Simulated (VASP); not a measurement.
Wanted: the native input for a VASP 6.6.1 run.

| Property | Result |
| --- | --- |
| Task | relaxation of cell and atoms |
| Functional | revPBE |
| Dispersion | D3(BJ) |
| Potentials or basis | VASP PAW PBE potentials, release 64 (Cu) |
| Cutoff | 600 eV |
| k mesh | 13 × 13 × 13 |
| Occupations | fermi-dirac, width 0.05 eV |
| Spin | no spin polarisation |
| Dipole correction | no |
| Further INCAR settings | ALGO = Normal; EDIFF = 1e-07; IBRION = 2; EDIFFG = -0.01; NSW = 60; ISIF = 3 |

The structure of Cu lies in POSCAR:

```
Cu
1.0
    0.0000000000      1.8075000000      1.8075000000
    1.8075000000      0.0000000000      1.8075000000
    1.8075000000      1.8075000000      0.0000000000
Cu
1
Direct
    0.0000000000      0.0000000000      0.0000000000
```

The input as run:

INCAR

```
SYSTEM = Cu
ALGO = Normal ; EDIFF = 1E-7
EDIFFG = -0.01 ; ENCUT = 600
GGA = RE ; GGA_COMPAT = .False.
IBRION = 2 ; ISIF = 3
ISMEAR = -1 ; IVDW = 12
LASPH = .True. ; LCHARG = .False.
LREAL = .False. ; LWAVE = .False.
NELM = 120 ; NELMIN = 4
NSW = 60 ; PREC = Accurate
SIGMA = 0.05
```

KPOINTS

```
k-points
0
Gamma
  13 13 13
  0 0 0
```

Potentials or basis: VASP PAW PBE potentials, release 64 (Cu).

Launch:

```console
$ cat potpaw_PBE.64/Cu/POTCAR > POTCAR
$ mpirun -np 1 vasp_std > vasp.out
```

Results of the run:

| Quantity | Value |
| --- | --- |
| Relaxed volume | 11.03 Å³/atom |
| Relaxed cell | a = 2.499 Å, b = 2.499 Å, c = 2.499 Å, α = 60.00°, β = 60.00°, γ = 60.00° |
| Space group after relaxing (to 0.1 Å) | Fm-3m (No. 225) |
| Energy gained by relaxing | 26.6 meV/atom |
| Ionic steps | 3 |
| Pressure after relaxing | 0.0 GPa |
| Band gap on the k mesh | zero (an odd number of electrons rules out a gap without spin polarisation) |
| Dispersion energy per atom | -1.209 eV |

Caveat: the PAW data sets were made with another functional, which shifts forces and pressure a little.

It took 15 s on 1 thread of AMD EPYC 9R45 96-Core Processor (Zen 5), on a shared host, peak memory 0.11 GiB.
